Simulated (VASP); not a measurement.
Set up this calculation in VASP 6.6.1, as the native input.

* Task: single point
* Functional: PBE
* Potentials or basis: VASP PAW PBE potentials, release 64 (Sc_sv, Nb_sv)
* Cutoff: 520 eV
* k mesh: 15 × 15 × 8
* Occupations: gaussian, width 0.1 eV
* Spin: no spin polarisation
* Dipole correction: no
* Further INCAR settings: ALGO = Fast; EDIFF = 1e-06; NBANDS = 19

The structure of ScNb lies in POSCAR:

```
ScNb
1.0
    2.9910572339      0.0000000000      0.0000000000
   -1.4955286169      2.5903315487      0.0000000000
    0.0000000000      0.0000000000      5.1009533400
Sc Nb
1 1
Direct
    0.0000000000      0.0000000000      0.0197153342
    0.3333333300      0.6666666700      0.4802846658
```

This cell differs from its parent crystal: strained and its atoms moved.

One way to write it, as run:

INCAR

```
ALGO     = Fast           # electronic algorithm
EDIFF    = 1E-6           # SCF threshold, eV
ENCUT    = 520            # plane-wave cutoff, eV
GGA      = PE             # functional
ISIF     = 2              # what is computed and relaxed
ISMEAR   = 0              # smearing method
LASPH    = T              # aspherical terms in the spheres
LCHARG   = F              # write CHGCAR
LREAL    = F              # projectors in reciprocal space
LWAVE    = F              # write WAVECAR
NBANDS   = 19             # bands
NELM     = 100            # most SCF steps
PREC     = Accurate       # precision mode
SIGMA    = 0.1            # smearing width, eV
```

KPOINTS

```
k-points
0
Gamma
  15 15 8
```

Potentials or basis: VASP PAW PBE potentials, release 64 (Sc_sv, Nb_sv).

Launch:

```bash
$ cat potpaw_PBE.64/Sc_sv/POTCAR potpaw_PBE.64/Nb_sv/POTCAR > POTCAR
$ mpirun -np 1 vasp_std > vasp.out
```

It gave:

```yaml
Pressure: 6.0 GPa
Largest_force: 0.964 eV/Å
Band_gap_on_the_k_mesh: zero (band 12 reaches 8.20 eV, above the bottom of band 13 at 7.26 eV)
```

Caveat: the cell differs from its parent crystal (strained and its atoms moved).

It took 3.7 min on 1 thread of Intel(R) Xeon(R) Platinum 8488C (Sapphire Rapids), with other jobs on the host, peak memory 0.27 GiB.
